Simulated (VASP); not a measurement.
# ZrS (Fm-3m) in VASP: notebook

The runs below take ZrS through single point, with PBEsol.

Program: VASP 6.6.1. These are calculated values, not measurements. Logs are shortened: lines on timing, memory, paths and dates and some standing lists are left out, and cuts for length are marked.

## Step 1: The cell of the first run

It takes space group Fm-3m (No. 225, cubic). The conventional cell has a = 5.250 Å, b = 5.250 Å, c = 5.250 Å, α = 90.00°, β = 90.00°, γ = 90.00°. Within 3.5 Å of Zr (site symmetry m-3m) lie 6 S at 2.62 Å. Within 3.5 Å of S (site symmetry m-3m) lie 6 Zr at 2.62 Å.

## Step 2: Single point, PBEsol

The input, INCAR:

```
  PREC = Accurate
  ENCUT = 520
  EDIFF = 1E-7
  ISMEAR = -1
  SIGMA = 0.01
  LREAL = F
  LASPH = T
  NELM = 100
  ALGO = Normal
  ISIF = 2
  LWAVE = F
  LCHARG = T
  GGA = PS
  LELF = T
  LVHAR = T
  NBANDS = 16
```

The input, KPOINTS:

```
regular mesh
0
Gamma
  14 14 14
```

The input, POSCAR:

```
ZrS
1.0
    0.0000000000      2.6250000000      2.6250000000
    2.6250000000      0.0000000000      2.6250000000
    2.6250000000      2.6250000000      0.0000000000
Zr S
1 1
Direct
    0.0000000000      0.0000000000      0.0000000000
    0.5000000000      0.5000000000      0.5000000000
```

Potentials or basis: VASP PAW PBE potentials, release 64 (Zr_sv, S).

Launch:

```bash
$ cat potpaw_PBE.64/Zr_sv/POTCAR potpaw_PBE.64/S/POTCAR > POTCAR
$ mpirun -np 1 vasp_std > vasp.out
```

OUTCAR:

```text
PREC = Accurate
   ENCUT = 520
   EDIFF = 1E-7
   ISMEAR = -1
   LREAL = F
   LASPH = T
   NELM = 100
   ISIF = 2
   GGA = PS

 ion  position               nearest neighbor table
   1  0.000  0.000  0.000-   2 2.62   2 2.62   2 2.62   2 2.62   2 2.62   2 2.62
   2  0.500  0.500  0.500-   1 2.62   1 2.62   1 2.62   1 2.62   1 2.62   1 2.62

  LATTYP: Found a face centered cubic cell.
 ALAT       =     5.2500000000

  Lattice vectors:

 A1 = (   0.0000000000,   2.6250000000,   2.6250000000)
 A2 = (   2.6250000000,   0.0000000000,   2.6250000000)
 A3 = (   2.6250000000,   2.6250000000,   0.0000000000)

Analysis of symmetry for initial positions (statically):
=====================================================================
 Subroutine PRICEL returns:
 Original cell was already a primitive cell.

 Routine SETGRP: Setting up the symmetry group for a
 face centered cubic supercell.

 Subroutine GETGRP returns: Found 48 space group operations
 (whereof 48 operations were pure point group operations)
 out of a pool of 48 trial point group operations.

The static configuration has the point symmetry O_h .

Analysis of symmetry for dynamics (positions and initial velocities):
=====================================================================
 Subroutine PRICEL returns:
 Original cell was already a primitive cell.

 Routine SETGRP: Setting up the symmetry group for a
 face centered cubic supercell.

 Subroutine GETGRP returns: Found 48 space group operations
 (whereof 48 operations were pure point group operations)
 out of a pool of 48 trial point group operations.

The dynamic configuration has the point symmetry O_h .

 Subroutine INISYM returns: Found 48 space group operations
 (whereof 48 operations are pure point group operations),
 and found     1 'primitive' translations

----------------------------------------------------------------------------------------

                                     Primitive cell

  volume of cell :      36.1758

  direct lattice vectors                    reciprocal lattice vectors
     0.000000000  2.625000000  2.625000000    -0.190476190  0.190476190  0.190476190
     2.625000000  0.000000000  2.625000000     0.190476190 -0.190476190  0.190476190
     2.625000000  2.625000000  0.000000000     0.190476190  0.190476190 -0.190476190

  length of vectors
     3.712310601  3.712310601  3.712310601     0.329914440  0.329914440  0.329914440

  position of ions in fractional coordinates (direct lattice)
     0.000000000  0.000000000  0.000000000
     0.500000000  0.500000000  0.500000000

  ion indices of the primitive-cell ions
   primitive index   ion index
                 1           1
                 2           2

----------------------------------------------------------------------------------------

 KPOINTS: regular mesh

Automatic generation of k-mesh.
 Grid dimensions read from file:
 generate k-points for:   14   14   14

 Generating k-lattice:

  Cartesian coordinates                     Fractional coordinates (reciprocal lattice)
    -0.013605442  0.013605442  0.013605442     0.071428571  0.000000000  0.000000000
     0.013605442 -0.013605442  0.013605442     0.000000000  0.071428571  0.000000000
     0.013605442  0.013605442 -0.013605442     0.000000000  0.000000000  0.071428571

  Length of vectors
     0.023565317  0.023565317  0.023565317

  Shift w.r.t. Gamma in fractional coordinates (k-lattice)
     0.000000000  0.000000000  0.000000000

 Subroutine IBZKPT returns following result:
 ===========================================

 Found    104 irreducible k-points:

 Following reciprocal coordinates:
            Coordinates               Weight
  0.000000  0.000000  0.000000      1.000000
  0.071429  0.000000  0.000000      8.000000
  0.142857  0.000000  0.000000      8.000000
  0.214286  0.000000  0.000000      8.000000
  0.285714  0.000000  0.000000      8.000000
  0.357143  0.000000  0.000000      8.000000
[... 16 lines left out ...]
  0.214286  0.142857  0.000000     24.000000
  0.285714  0.142857  0.000000     24.000000
 [... further k-points ...]
   k-points           NKPTS =    104   k-points in BZ     NKDIM =    104   number of bands    NBANDS=     16
   number of dos      NEDOS =    301   number of ions     NIONS =      2
   total plane-waves  NPLWV =  21952
   dimension x,y,z NGX =    28 NGY =   28 NGZ =   28
   dimension x,y,z NGXF=    56 NGYF=   56 NGZF=   56
   ions per type =               1   1
   NGX,Y,Z   is equivalent  to a cutoff of  12.54, 12.54, 12.54 a.u.
   NGXF,Y,Z  is equivalent  to a cutoff of  25.08, 25.08, 25.08 a.u.
 SYSTEM =  unknown system
   PREC   = accura    normal or accurate (medium, high low for compatibility)
   ISTART =      0    job   : 0-new  1-cont  2-samecut
   ICHARG =      2    charge: 1-file 2-atom 10-const
   ISPIN  =      1    spin polarized calculation?
   LNONCOLLINEAR =      F non collinear calculations
   LSORBIT =      F    spin-orbit coupling
   LASPH  =      T    aspherical Exc in radial PAW
   ENCUT  =  520.0 eV  38.22 Ry    6.18 a.u.   6.90  6.90  6.90*2*pi/ulx,y,z
   NELM   =    100;   NELMIN=  2; NELMDL= -5     # of ELM steps
   EDIFF  = 0.1E-06   stopping-criterion for ELM
   LREAL  =      F    real-space projection
   EDIFFG = 0.1E-05   stopping-criterion for IOM
   NSW    =      0    number of steps for IOM
   IBRION =     -1    ionic relax: 0-MD 1-quasi-New 2-CG
   NFREE  =      0    steps in history (QN), initial steepest desc. (CG)
   ISIF   =      2    stress and relaxation
   ISYM   =      2    0-nonsym 1-usesym 2-fastsym
   POTIM  = 0.5000    time-step for ionic-motion
   TEBEG  =    0.0;   TEEND  =   0.0 temperature during run
   PSTRESS=    0.0 pullay stress
   NELECT =      18.0000    total number of electrons
   NUPDOWN=      -1.0000    fix difference up-down
   EMIN   =  10.00;   EMAX   =-10.00  energy-range for DOS
   EFERMI =   0.00;   METHOD = LEGACY
   ISMEAR =    -1;   SIGMA  =   0.01  broadening in eV -4-tet -1-fermi 0-gaus
   EFERMI_NEDOS =   21; number of points for ismear=-14 and -15
   IALGO  =     38    algorithm
   IMIX   =      4    mixing-type and parameters
     AMIX     =   0.40;   BMIX     =  1.00
     AMIX_MAG =   1.60;   BMIX_MAG =  1.00
  volume/ion in A,a.u.               =      18.09       122.06
  Fermi-wavevector in a.u.,A,eV,Ry     =   1.297258  2.451462 22.896950  1.682878
  Thomas-Fermi vector in A             =   2.428662
   LORBIT       =      0    0 simple, 1 ext, 2 COOP (PROOUT), +10 PAW based schemes
   GGA     = PS    functional components
   LHFCALC =     F    Hartree Fock is set to
   AEXX    =    0.0000 exact exchange contribution
   IVDW    =     0    specifies the selected vdW correction
   LEPSILON=     F    determine dielectric tensor
   LRPA    =     F    only Hartree local field effects (RPA)
 non-spin polarized calculation
  energy-cutoff  :      520.00
  volume of cell :       36.18
 maximum number of plane-waves:       990
   NGX = 13   NGY = 13   NGZ = 13

 number of electron      18.0000000 magnetization

 Free energy of the ion-electron system (eV)
  ---------------------------------------------------
  ext. energy  EPLUGINS =         0.00000000
  ---------------------------------------------------
  free energy    TOTEN  =       -16.47567807 eV

  energy without entropy =      -16.47486431  energy(sigma->0) =      -16.47527119

 E-fermi :  10.6219     XC(G=0): -11.4605

 val. band max:       10.6204374580   @ k =  -0.2857   0.0714   0.0000
 cond. band min:      10.6314745756   @ k =  -0.4286   0.2143   0.0714
 fundamental gap:      0.0110371175
 Fermi energy:        10.6219004791

 k-point     1 :       0.0000    0.0000    0.0000
  band No.  band energies     occupation
      1     -39.2825      2.00000
      2     -17.2780      2.00000
      3     -17.2780      2.00000
      4     -17.2780      2.00000
      5      -5.2132      2.00000
      6       7.0918      2.00000
[... 8 lines left out ...]
     15      17.7252      0.00000
     16      22.9595      0.00000

 k-point     2 :       0.0714    0.0000    0.0000
  band No.  band energies     occupation
      1     -39.2812      2.00000
      2     -17.2961      2.00000
      3     -17.2796      2.00000
      4     -17.2796      2.00000
      5      -5.1481      2.00000
      6       6.6873      2.00000
[... 8 lines left out ...]
     15      17.9439      0.00000
     16      22.4838      0.00000

 k-point     3 :       0.1429    0.0000    0.0000
  band No.  band energies     occupation
      1     -39.2776      2.00000
      2     -17.3463      2.00000
      3     -17.2839      2.00000
      4     -17.2839      2.00000
      5      -4.9612      2.00000
      6       5.8249      2.00000
[... 8 lines left out ...]
     15      18.4667      0.00000
     16      21.5849      0.00000

 k-point     4 :       0.2143    0.0000    0.0000
  band No.  band energies     occupation
      1     -39.2723      2.00000
      2     -17.4176      2.00000
      3     -17.2901      2.00000
      4     -17.2901      2.00000
      5      -4.6777      2.00000
      6       4.8691      2.00000
[... 8 lines left out ...]
     15      18.7063      0.00000
     16      20.7414      0.00000

 k-point     5 :       0.2857    0.0000    0.0000
  band No.  band energies     occupation
      1     -39.2665      2.00000
      2     -17.4951      2.00000
      3     -17.2971      2.00000
      4     -17.2971      2.00000
      5      -4.3393      2.00000
      6       3.9784      2.00000
[... 8 lines left out ...]
     15      18.6002      0.00000
     16      19.4257      0.00000

 k-point     6 :       0.3571    0.0000    0.0000
  band No.  band energies     occupation
      1     -39.2612      2.00000
      2     -17.5636      2.00000
      3     -17.3033      2.00000
      4     -17.3033      2.00000
      5      -4.0053      2.00000
      6       3.2460      2.00000
[... 8 lines left out ...]
     15      18.1640      0.00000
     16      18.1640      0.00000

 k-point     7 :       0.4286    0.0000    0.0000
  band No.  band energies     occupation
      1     -39.2576      2.00000
      2     -17.6102      2.00000
      3     -17.3076      2.00000
      4     -17.3076      2.00000
      5      -3.7518      2.00000
      6       2.7544      2.00000
[... 8 lines left out ...]
     15      17.1127      0.00000
     16      17.1127      0.00000

 k-point     8 :       0.5000    0.0000    0.0000
  band No.  band energies     occupation
      1     -39.2563      2.00000
      2     -17.6267      2.00000
      3     -17.3091      2.00000
      4     -17.3091      2.00000
      5      -3.6556      2.00000
      6       2.5792      2.00000
[... 8 lines left out ...]
     15      16.4217      0.00000
     16      16.4217      0.00000

 k-point     9 :       0.0714    0.0714    0.0000
  band No.  band energies     occupation
      1     -39.2808      2.00000
      2     -17.2953      2.00000
      3     -17.2834      2.00000
      4     -17.2834      2.00000
      5      -5.1282      2.00000
      6       6.3482      2.00000
[... 8 lines left out ...]
     15      18.0188      0.00000
     16      22.3317      0.00000
[... 172 lines left out ...]
 k-point    19 :      -0.2143    0.0714    0.0000
  band No.  band energies     occupation
      1     -39.2695      2.00000
      2     -17.4451      2.00000
      3     -17.3085      2.00000
      4     -17.2877      2.00000
      5      -4.5372      2.00000
      6       4.4504      2.00000
[... 8 lines left out ...]
     15      18.7060      0.00000
     16      19.6231      0.00000

 k-point    20 :      -0.1429    0.0714    0.0000
  band No.  band energies     occupation
      1     -39.2750      2.00000
      2     -17.3744      2.00000
      3     -17.2993      2.00000
      4     -17.2819      2.00000
      5      -4.8304      2.00000
      6       5.2878      2.00000
[... 8 lines left out ...]
     15      18.7506      0.00000
     16      20.5160      0.00000

 k-point    21 :      -0.0714    0.0714    0.0000
  band No.  band energies     occupation
      1     -39.2791      2.00000
      2     -17.3208      2.00000
      3     -17.2889      2.00000
      4     -17.2790      2.00000
      5      -5.0442      2.00000
      6       6.0967      2.00000
[... 8 lines left out ...]
     15      18.2729      0.00000
     16      21.6539      0.00000

 k-point    22 :       0.1429    0.1429    0.0000
  band No.  band energies     occupation
      1     -39.2760      2.00000
      2     -17.3415      2.00000
      3     -17.2985      2.00000
      4     -17.2985      2.00000
      5      -4.9054      2.00000
      6       5.1812      2.00000
[... 8 lines left out ...]
     15      18.7964      0.00000
     16      21.1471      0.00000

 k-point    23 :       0.2143    0.1429    0.0000
  band No.  band energies     occupation
      1     -39.2721      2.00000
      2     -17.3862      2.00000
      3     -17.3083      2.00000
      4     -17.3047      2.00000
      5      -4.7285      2.00000
      6       4.6432      2.00000
[... 8 lines left out ...]
     15      19.1974      0.00000
     16      20.3206      0.00000

 k-point    24 :       0.2857    0.1429    0.0000
  band No.  band energies     occupation
      1     -39.2670      2.00000
      2     -17.4486      2.00000
      3     -17.3172      2.00000
      4     -17.3114      2.00000
      5      -4.4838      2.00000
      6       4.1324      2.00000
[... 8 lines left out ...]
     15      18.7161      0.00000
     16      19.5761      0.00000

 [... further k-points ...]
[... 5 lines left out ...]
  --------------------------------------------------------------------------------------
  -------------------------------------------------------------------------------------
  Total       -1.4139778     -1.4139778     -1.4139778     -0.0000000      0.0000000      0.0000000
  in kB      -62.6232010    -62.6232010    -62.6232010     -0.0000000      0.0000000      0.0000000
  external PRESSURE =     -62.6232010 kB  Pullay stress =       0.0000000 kB

 VOLUME and BASIS-vectors are now :
 -----------------------------------------------------------------------------
  energy-cutoff  :      520.00
  volume of cell :       36.18
      direct lattice vectors                 reciprocal lattice vectors
     0.000000000  2.625000000  2.625000000    -0.190476190  0.190476190  0.190476190
     2.625000000  0.000000000  2.625000000     0.190476190 -0.190476190  0.190476190
     2.625000000  2.625000000  0.000000000     0.190476190  0.190476190 -0.190476190

 POSITION                                       TOTAL-FORCE (eV/Angst)
 -----------------------------------------------------------------------------------
      0.00000      0.00000      0.00000         0.000000      0.000000     -0.000000
      2.62500      2.62500      2.62500         0.000000      0.000000      0.000000
 -----------------------------------------------------------------------------------
    total drift:                                0.000000      0.000000      0.000000

  FREE ENERGIE OF THE ION-ELECTRON SYSTEM (eV)
  ---------------------------------------------------
  free  energy   TOTEN  =       -16.4756780668 eV

  energy  without entropy=      -16.4748643064  energy(sigma->0) =      -16.47527119
```

Run time: 29 s. Hardware: 1 thread of Intel Xeon 6975P-C (Granite Rapids), shared host; peak memory 0.2 GiB.

Results:

* Free energy: -16.4757 eV
* Pressure: -6.3 GPa
* Band gap on the k mesh: zero (band 9 reaches 12.07 eV, above the bottom of band 10 at 9.24 eV)

Levels at points of the mesh, in eV from the Fermi level:
```csv
k point,band 6,band 7,band 8,band 9,band 10,band 11,band 12,band 13
"(0.00, 0.00, 0.00)",-3.53,-3.53,-3.53,-1.38,-1.38,-1.38,-0.70,-0.70
"(0.50, 0.00, 0.00)",-8.04,-5.98,-5.98,1.44,1.44,1.76,1.86,5.59
"(0.50, 0.50, 0.00)",-6.27,-4.48,-4.48,-3.47,0.49,2.35,2.35,2.77
```

Caveat: the PAW data sets were made with another functional, which shifts forces and pressure a little.

## Step 3: Single point, PBEsol

The input, INCAR:

```
SYSTEM = ZrS
PREC     = Accurate       ! precision mode
ENCUT    = 520            ! plane-wave cutoff, eV
EDIFF    = 1E-6           ! SCF threshold, eV
ISMEAR   = -1             ! smearing method
SIGMA    = 0.02           ! smearing width, eV
LREAL    = .FALSE.        ! projectors in reciprocal space
LASPH    = .TRUE.         ! aspherical terms in the spheres
NELM     = 100            ! most SCF steps
ALGO     = Normal         ! electronic algorithm
ISIF     = 2              ! what is computed and relaxed
LWAVE    = .FALSE.        ! write WAVECAR
LCHARG   = .TRUE.         ! write CHGCAR
GGA      = PS             ! functional
LELF     = .TRUE.         ! ELF
LVHAR    = .TRUE.       
NBANDS   = 16             ! bands
```

The input, KPOINTS:

```
Automatic mesh
0
G
  14 14 14
  0 0 0
```

POSCAR is that of step 2.

Potentials or basis: VASP PAW PBE potentials, release 64 (Zr_sv, S).

Launch:

```bash
$ cat potpaw_PBE.64/Zr_sv/POTCAR potpaw_PBE.64/S/POTCAR > POTCAR
$ mpirun -np 1 vasp_std > vasp.out
```

OUTCAR:

```text
SYSTEM = ZrS
   PREC = Accurate
   ENCUT = 520
   EDIFF = 1E-6
   ISMEAR = -1
   LREAL = .FALSE.
   LASPH = .TRUE.
   NELM = 100
   ISIF = 2
   GGA = PS

 ion  position               nearest neighbor table
   1  0.000  0.000  0.000-   2 2.62   2 2.62   2 2.62   2 2.62   2 2.62   2 2.62
   2  0.500  0.500  0.500-   1 2.62   1 2.62   1 2.62   1 2.62   1 2.62   1 2.62

  LATTYP: Found a face centered cubic cell.
 ALAT       =     5.2500000000

  Lattice vectors:

[... 191 lines left out ...]
      6       7.0921      2.00000
[... 433 lines left out ...]
      3     -17.3179      2.00000
      4     -17.3121      2.00000
      5      -4.4835      2.00000
      6       4.1325      2.00000
[... 8 lines left out ...]
     15      18.7160      0.00000
     16      19.5761      0.00000

 [... further k-points ...]
[... 5 lines left out ...]
  --------------------------------------------------------------------------------------
  -------------------------------------------------------------------------------------
  Total       -1.4120661     -1.4120661     -1.4120661     -0.0000000     -0.0000000     -0.0000000
  in kB      -62.5385319    -62.5385319    -62.5385319     -0.0000000     -0.0000000     -0.0000000
  external PRESSURE =     -62.5385319 kB  Pullay stress =       0.0000000 kB

 VOLUME and BASIS-vectors are now :
 -----------------------------------------------------------------------------
  energy-cutoff  :      520.00
  volume of cell :       36.18
      direct lattice vectors                 reciprocal lattice vectors
     0.000000000  2.625000000  2.625000000    -0.190476190  0.190476190  0.190476190
     2.625000000  0.000000000  2.625000000     0.190476190 -0.190476190  0.190476190
     2.625000000  2.625000000  0.000000000     0.190476190  0.190476190 -0.190476190

 POSITION                                       TOTAL-FORCE (eV/Angst)
 -----------------------------------------------------------------------------------
      0.00000      0.00000      0.00000        -0.000000     -0.000000     -0.000000
      2.62500      2.62500      2.62500         0.000000      0.000000      0.000000
 -----------------------------------------------------------------------------------
    total drift:                                0.000000      0.000000      0.000000

  FREE ENERGIE OF THE ION-ELECTRON SYSTEM (eV)
  ---------------------------------------------------
  free  energy   TOTEN  =       -16.4767038281 eV

  energy  without entropy=      -16.4742641996  energy(sigma->0) =      -16.47548401
```

It took 25 s on 1 thread of Intel Xeon 6975P-C (Granite Rapids), shared host; peak memory 0.19 GiB.

What came out:

```yaml
Free_energy: -16.4767 eV
Pressure: -6.3 GPa
Band_gap_on_the_k_mesh: zero (band 9 reaches 12.07 eV, above the bottom of band 10 at 9.24 eV)
```

Levels at points of the mesh, in eV from the Fermi level:
```tsv
k point	band 7	band 8	band 9	band 10	band 11	band 12
(0.00, 0.00, 0.00)	-3.52	-3.52	-1.37	-1.37	-1.37	-0.70
(0.50, 0.00, 0.00)	-5.97	-5.97	1.45	1.45	1.76	1.86
(0.50, 0.50, 0.00)	-4.47	-4.47	-3.47	0.49	2.35	2.35
```

Caveat: the PAW data sets were made with another functional, which shifts forces and pressure a little.
